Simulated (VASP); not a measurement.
# Ni2H (P-3m1) in VASP: notebook

The runs below take Ni2H through single point, with LDA.

All numbers are computed with VASP 6.6.1; they aren't measurements. Logs are shortened: lines on timing, memory, paths and dates and some standing lists are left out, and cuts for length are marked.

## (1) The cell of the first run

The structure is trigonal, space group P-3m1 (No. 164). The conventional cell has a = 2.474 Å, b = 2.474 Å, c = 4.091 Å, α = 90.00°, β = 90.00°, γ = 120.00°. Ni (site symmetry 3m) has 3 H at 1.78 Å and 12 Ni at 2.43 to 2.56 Å within 2.6 Å. Within 2.5 Å of H (site symmetry -3m) lie 6 Ni at 1.78 Å and 6 H at 2.47 Å.

## (2) Single point, LDA (7.23 Å³/atom)

File INCAR:

```
SYSTEM = Ni2H
  PREC = Accurate
  ENCUT = 520
  EDIFF = 1E-6
  ISMEAR = -1
  SIGMA = 0.15
  LREAL = .False.
  LASPH = .True.
  NELM = 60
  ALGO = Normal
  ISIF = 2
  LWAVE = .False.
  LCHARG = .True.
  GGA = CA
  LELF = .True.
  LVHAR = .True.
  NBANDS = 18
```

File KPOINTS:

```
regular mesh
0
Gamma
  18 18 10
  0 0 0
```

File POSCAR:

```
Ni2H
1.0
    2.4739564203      0.0000000000      0.0000000000
   -1.2369782101      2.1425091078      0.0000000000
    0.0000000000      0.0000000000      4.0908054880
Ni H
2 1
Direct
    0.6666666667      0.3333333333      0.7682928276
    0.3333333333      0.6666666667      0.2877071724
    0.0000000000      0.0000000000      0.0280000000
```

Potentials or basis: VASP PAW LDA potentials, release 64 (Ni, H).

On the command line:

```bash
> cat potpaw_LDA.64/Ni/POTCAR potpaw_LDA.64/H/POTCAR > POTCAR
> mpirun -np 1 vasp_std > vasp.out
```

OUTCAR:

```text
SYSTEM = Ni2H
   PREC = Accurate
   ENCUT = 520
   EDIFF = 1E-6
   ISMEAR = -1
   LREAL = .False.
   LASPH = .True.
   NELM = 60
   ISIF = 2
   GGA = CA

 ion  position               nearest neighbor table
   1  0.667  0.333  0.768-   3 1.78   3 1.78   3 1.78   2 2.43   2 2.43   2 2.43   2 2.56   2 2.56
                             2 2.56
   2  0.333  0.667  0.288-   3 1.78   3 1.78   3 1.78   1 2.43   1 2.43   1 2.43   1 2.56   1 2.56
                             1 2.56
   3  0.000  0.000  0.028-   1 1.78   2 1.78   2 1.78   1 1.78   1 1.78   2 1.78

  LATTYP: Found a hexagonal cell.
 ALAT       =     2.4739564203
 C/A-ratio  =     1.6535479180

  Lattice vectors:

 A1 = (   2.4739564203,   0.0000000000,   0.0000000000)
 A2 = (  -1.2369782101,   2.1425091078,   0.0000000000)
 A3 = (   0.0000000000,   0.0000000000,   4.0908054880)

Analysis of symmetry for initial positions (statically):
=====================================================================
 Subroutine PRICEL returns:
 Original cell was already a primitive cell.

 Routine SETGRP: Setting up the symmetry group for a
 hexagonal supercell.

 Subroutine GETGRP returns: Found 12 space group operations
 (whereof  6 operations were pure point group operations)
 out of a pool of 24 trial point group operations.

The static configuration has the point symmetry C_3v.
 The point group associated with its full space group is D_3d.

Analysis of symmetry for dynamics (positions and initial velocities):
=====================================================================
 Subroutine PRICEL returns:
 Original cell was already a primitive cell.

 Routine SETGRP: Setting up the symmetry group for a
 hexagonal supercell.

 Subroutine GETGRP returns: Found 12 space group operations
 (whereof  6 operations were pure point group operations)
 out of a pool of 24 trial point group operations.

The dynamic configuration has the point symmetry C_3v.
 The point group associated with its full space group is D_3d.

 Subroutine INISYM returns: Found 12 space group operations
 (whereof  6 operations are pure point group operations),
 and found     1 'primitive' translations

----------------------------------------------------------------------------------------

                                     Primitive cell

  volume of cell :      21.6832

  direct lattice vectors                    reciprocal lattice vectors
     2.473956420  0.000000000  0.000000000     0.404210839  0.233371237  0.000000000
    -1.236978210  2.142509108  0.000000000     0.000000000  0.466742473  0.000000000
     0.000000000  0.000000000  4.090805488     0.000000000  0.000000000  0.244450635

  length of vectors
     2.473956420  2.473956420  4.090805488     0.466742473  0.466742473  0.244450635

  position of ions in fractional coordinates (direct lattice)
     0.666666667  0.333333333  0.768292828
     0.333333333  0.666666667  0.287707172
     0.000000000  0.000000000  0.028000000

  ion indices of the primitive-cell ions
   primitive index   ion index
                 1           1
                 2           2
                 3           3

----------------------------------------------------------------------------------------

 KPOINTS: regular mesh

Automatic generation of k-mesh.
 Grid dimensions read from file:
 generate k-points for:   18   18   10

 Generating k-lattice:

  Cartesian coordinates                     Fractional coordinates (reciprocal lattice)
     0.022456158  0.012965069  0.000000000     0.055555556  0.000000000  0.000000000
     0.000000000  0.025930137  0.000000000     0.000000000  0.055555556  0.000000000
     0.000000000  0.000000000  0.024445064     0.000000000  0.000000000  0.100000000

  Length of vectors
     0.025930137  0.025930137  0.024445064

  Shift w.r.t. Gamma in fractional coordinates (k-lattice)
     0.000000000  0.000000000  0.000000000

 Subroutine IBZKPT returns following result:
 ===========================================

 Found    330 irreducible k-points:

 Following reciprocal coordinates:
            Coordinates               Weight
  0.000000  0.000000  0.000000      1.000000
  0.055556 -0.000000  0.000000      6.000000
  0.111111 -0.000000  0.000000      6.000000
  0.166667 -0.000000  0.000000      6.000000
  0.222222 -0.000000  0.000000      6.000000
  0.277778  0.000000  0.000000      6.000000
[... 16 lines left out ...]
  0.333333  0.111111  0.000000     12.000000
  0.388889  0.111111  0.000000     12.000000
 [... further k-points ...]
   k-points           NKPTS =    330   k-points in BZ     NKDIM =    330   number of bands    NBANDS=     18
   number of dos      NEDOS =    301   number of ions     NIONS =      3
   total plane-waves  NPLWV =   9720
   dimension x,y,z NGX =    18 NGY =   18 NGZ =   30
   dimension x,y,z NGXF=    36 NGYF=   36 NGZF=   60
   ions per type =               2   1
   NGX,Y,Z   is equivalent  to a cutoff of  12.10, 12.10, 12.19 a.u.
   NGXF,Y,Z  is equivalent  to a cutoff of  24.19, 24.19, 24.38 a.u.
 SYSTEM =  Ni2H
   PREC   = accura    normal or accurate (medium, high low for compatibility)
   ISTART =      0    job   : 0-new  1-cont  2-samecut
   ICHARG =      2    charge: 1-file 2-atom 10-const
   ISPIN  =      1    spin polarized calculation?
   LNONCOLLINEAR =      F non collinear calculations
   LSORBIT =      F    spin-orbit coupling
   LASPH  =      T    aspherical Exc in radial PAW
   ENCUT  =  520.0 eV  38.22 Ry    6.18 a.u.   4.60  4.60  7.61*2*pi/ulx,y,z
   NELM   =     60;   NELMIN=  2; NELMDL= -5     # of ELM steps
   EDIFF  = 0.1E-05   stopping-criterion for ELM
   LREAL  =      F    real-space projection
   EDIFFG = 0.1E-04   stopping-criterion for IOM
   NSW    =      0    number of steps for IOM
   IBRION =     -1    ionic relax: 0-MD 1-quasi-New 2-CG
   NFREE  =      0    steps in history (QN), initial steepest desc. (CG)
   ISIF   =      2    stress and relaxation
   ISYM   =      2    0-nonsym 1-usesym 2-fastsym
   POTIM  = 0.5000    time-step for ionic-motion
   TEBEG  =    0.0;   TEEND  =   0.0 temperature during run
   PSTRESS=    0.0 pullay stress
   NELECT =      21.0000    total number of electrons
   NUPDOWN=      -1.0000    fix difference up-down
   EMIN   =  10.00;   EMAX   =-10.00  energy-range for DOS
   EFERMI =   0.00;   METHOD = LEGACY
   ISMEAR =    -1;   SIGMA  =   0.15  broadening in eV -4-tet -1-fermi 0-gaus
   EFERMI_NEDOS =   21; number of points for ismear=-14 and -15
   IALGO  =     38    algorithm
   IMIX   =      4    mixing-type and parameters
     AMIX     =   0.40;   BMIX     =  1.00
     AMIX_MAG =   1.60;   BMIX_MAG =  1.00
  volume/ion in A,a.u.               =       7.23        48.78
  Fermi-wavevector in a.u.,A,eV,Ry     =   1.619720  3.060828 35.694810  2.623494
  Thomas-Fermi vector in A             =   2.713776
   LORBIT       =      0    0 simple, 1 ext, 2 COOP (PROOUT), +10 PAW based schemes
   GGA     = CA    functional components
   LHFCALC =     F    Hartree Fock is set to
   AEXX    =    0.0000 exact exchange contribution
   IVDW    =     0    specifies the selected vdW correction
   LEPSILON=     F    determine dielectric tensor
   LRPA    =     F    only Hartree local field effects (RPA)
 non-spin polarized calculation
  energy-cutoff  :      520.00
  volume of cell :       21.68
 maximum number of plane-waves:       602
   NGX =  9   NGY =  9   NGZ = 15

 number of electron      21.0000007 magnetization

 Free energy of the ion-electron system (eV)
  ---------------------------------------------------
  ext. energy  EPLUGINS =         0.00000000
  ---------------------------------------------------
  free energy    TOTEN  =       -17.02868356 eV

  energy without entropy =      -16.80454356  energy(sigma->0) =      -16.91661356

 E-fermi :  10.1278     XC(G=0): -14.0516

 val. band max:       10.1255883366   @ k =   0.3333   0.0000   0.5000
 cond. band min:      10.1299568911   @ k =   0.0000   0.1111   0.2000
 fundamental gap:      0.0043685545
 Fermi energy:        10.1278232777

 k-point     1 :       0.0000    0.0000    0.0000
  band No.  band energies     occupation
      1      -1.8242      2.00000
      2       4.9870      2.00000
      3       6.9505      2.00000
      4       7.9298      2.00000
      5       7.9298      2.00000
      6       7.9686      2.00000
[... 10 lines left out ...]
     17      33.8466      0.00000
     18      33.9682      0.00000

 k-point     2 :       0.0556   -0.0000    0.0000
  band No.  band energies     occupation
      1      -1.7276      2.00000
      2       5.0638      2.00000
      3       6.8546      2.00000
      4       7.7582      2.00000
      5       7.9802      2.00000
      6       8.0892      2.00000
[... 10 lines left out ...]
     17      33.9489      0.00000
     18      34.8436      0.00000

 k-point     3 :       0.1111   -0.0000    0.0000
  band No.  band energies     occupation
      1      -1.4419      2.00000
      2       5.2819      2.00000
      3       6.6050      2.00000
      4       7.5647      2.00000
      5       8.0791      2.00000
      6       8.1275      2.00000
[... 10 lines left out ...]
     17      33.8425      0.00000
     18      34.2525      0.00000

 k-point     4 :       0.1667   -0.0000    0.0000
  band No.  band energies     occupation
      1      -0.9805      2.00000
      2       5.5991      2.00000
      3       6.2973      2.00000
      4       7.3644      2.00000
      5       7.9299      2.00000
      6       8.3406      1.99999
[... 375 lines left out ...]
      4       6.9010      2.00000
      5       7.6551      2.00000
      6       7.9106      2.00000
[... 10 lines left out ...]
     17      27.5828      0.00000
     18      29.4431      0.00000

 k-point    23 :       0.3333    0.1111    0.0000
  band No.  band energies     occupation
      1       1.9801      2.00000
      2       5.5633      2.00000
      3       6.1199      2.00000
      4       6.9041      2.00000
      5       7.6436      2.00000
      6       7.8919      2.00000
[... 10 lines left out ...]
     17      25.5905      0.00000
     18      28.6739      0.00000

 k-point    24 :       0.3889    0.1111    0.0000
  band No.  band energies     occupation
      1       2.4513      2.00000
      2       5.5407      2.00000
      3       6.0283      2.00000
      4       6.9084      2.00000
      5       7.6485      2.00000
      6       7.7967      2.00000
[... 10 lines left out ...]
     17      24.0029      0.00000
     18      28.2117      0.00000

 [... further k-points ...]
[... 5 lines left out ...]
  --------------------------------------------------------------------------------------
  -------------------------------------------------------------------------------------
  Total        0.7218805      0.7218805      0.6974566      0.0000000     -0.0000000     -0.0000000
  in kB       53.3399209     53.3399209     51.5352302      0.0000000     -0.0000000     -0.0000000
  external PRESSURE =      52.7383573 kB  Pullay stress =       0.0000000 kB

 VOLUME and BASIS-vectors are now :
 -----------------------------------------------------------------------------
  energy-cutoff  :      520.00
  volume of cell :       21.68
      direct lattice vectors                 reciprocal lattice vectors
     2.473956420  0.000000000  0.000000000     0.404210839  0.233371237  0.000000000
    -1.236978210  2.142509108  0.000000000     0.000000000  0.466742473  0.000000000
     0.000000000  0.000000000  4.090805488     0.000000000  0.000000000  0.244450635

 POSITION                                       TOTAL-FORCE (eV/Angst)
 -----------------------------------------------------------------------------------
      1.23698      0.71417      3.14294         0.000000     -0.000000     -0.016775
     -0.00000      1.42834      1.17695        -0.000000      0.000000      0.016775
      0.00000      0.00000      0.11454        -0.000000     -0.000000      0.000000
 -----------------------------------------------------------------------------------
    total drift:                                0.000000      0.000000     -0.000019

  FREE ENERGIE OF THE ION-ELECTRON SYSTEM (eV)
  ---------------------------------------------------
  free  energy   TOTEN  =       -17.0286835589 eV

  energy  without entropy=      -16.8045435616  energy(sigma->0) =      -16.91661356
```

It took 83 s on 1 thread of Oxide Virtual Turin-like, shared host; peak memory 0.19 GiB.

Results:

| Property | Result |
| --- | --- |
| Free energy | -17.0287 eV |
| Pressure | 5.3 GPa |
| Largest force | 0.017 eV/Å |
| Band gap on the k mesh | zero (an odd number of electrons rules out a gap without spin polarisation) |

Forces on the atoms (eV/Å):
```
Ni   0.000  0.000 -0.017
Ni   0.000  0.000  0.017
H    0.000  0.000  0.000
```

Stress tensor (GPa, compression positive):
```
5.33 0.00 0.00
0.00 5.33 0.00
0.00 0.00 5.15
```

Levels at points of the mesh, in eV from the Fermi level:
| k point | band 7 | band 8 | band 9 | band 10 | band 11 | band 12 | band 13 | band 14 | band 15 | band 16 |
| --- | --- | --- | --- | --- | --- | --- | --- | --- | --- | --- |
| (0.00, 0.00, 0.00) | -1.89 | -1.89 | -1.40 | -1.40 | -0.46 | -0.46 | 4.99 | 15.76 | 23.69 | 23.71 |
| (0.50, 0.00, 0.00) | -1.87 | -0.26 | -0.26 | -0.13 | 0.63 | 2.73 | 7.78 | 8.11 | 9.39 | 13.01 |
| (0.00, 0.00, 0.50) | -2.18 | -2.18 | -0.76 | -0.76 | -0.71 | -0.71 | 11.37 | 12.18 | 17.78 | 22.58 |
| (0.50, 0.00, 0.50) | -1.34 | -0.93 | -0.19 | -0.18 | 0.33 | 0.57 | 5.88 | 5.88 | 14.08 | 16.35 |

Caveat: the cell stands under pressure. Spin polarisation is off, so any magnetic state and its effect on volume and gap are missing.

## (3) Single point, LDA

This run uses another cell than the first one, of 7.38 Å³/atom.

File INCAR:

```
ALGO = Fast ; EDIFF = 1E-6
ENCUT = 520 ; ISIF = 2
ISMEAR = -1 ; LASPH = T
LCHARG = F ; LREAL = F
LWAVE = F ; NBANDS = 18
NELM = 60 ; PREC = Accurate
SIGMA = 0.15
```

File KPOINTS:

```
k-points
0
Gamma
  18 18 10
```

File POSCAR:

```
Ni2H
1.0
    2.4909003073      0.0000000000      0.0000000000
   -1.2454501537      2.1571829444      0.0000000000
    0.0000000000      0.0000000000      4.1176947810
Ni H
2 1
Direct
    0.6666666667      0.3333333333      0.7684489038
    0.3333333333      0.6666666667      0.2875510962
    0.0000000000      0.0000000000      0.0280000000
```

Potentials or basis: VASP PAW LDA potentials, release 64 (Ni, H).

On the command line:

```bash
> cat potpaw_LDA.64/Ni/POTCAR potpaw_LDA.64/H/POTCAR > POTCAR
> mpirun -np 1 vasp_std > vasp.out
```

It took 2.7 min on 1 thread of Oxide Virtual Turin-like, shared host; peak memory 0.19 GiB.

It converged, with:

```yaml
Free_energy: -17.0362 eV
Pressure: -0.1 GPa
Largest_force: 0.014 eV/Å
Band_gap_on_the_k_mesh: zero (an odd number of electrons rules out a gap without spin polarisation)
```

Forces on the atoms (eV/Å):
```
Ni   0.000  0.000 -0.014
Ni   0.000  0.000  0.014
H    0.000  0.000  0.000
```

Stress tensor (GPa, compression positive):
```
-0.09  0.00  0.00
 0.00 -0.09  0.00
 0.00  0.00 -0.26
```

Levels at points of the mesh, in eV from the Fermi level:
| k point | band 8 | band 9 | band 10 | band 11 | band 12 | band 13 | band 14 | band 15 |
| --- | --- | --- | --- | --- | --- | --- | --- | --- |
| (0.00, 0.00, 0.00) | -1.84 | -1.37 | -1.37 | -0.46 | -0.46 | 4.87 | 15.58 | 23.42 |
| (0.50, 0.00, 0.00) | -0.26 | -0.25 | -0.13 | 0.61 | 2.67 | 7.69 | 8.00 | 9.24 |
| (0.00, 0.00, 0.50) | -2.12 | -0.74 | -0.74 | -0.69 | -0.69 | 11.19 | 12.02 | 17.57 |
| (0.50, 0.00, 0.50) | -0.90 | -0.19 | -0.18 | 0.32 | 0.58 | 5.75 | 5.76 | 13.90 |

Spin polarisation is off, so any magnetic state and its effect on volume and gap are missing.
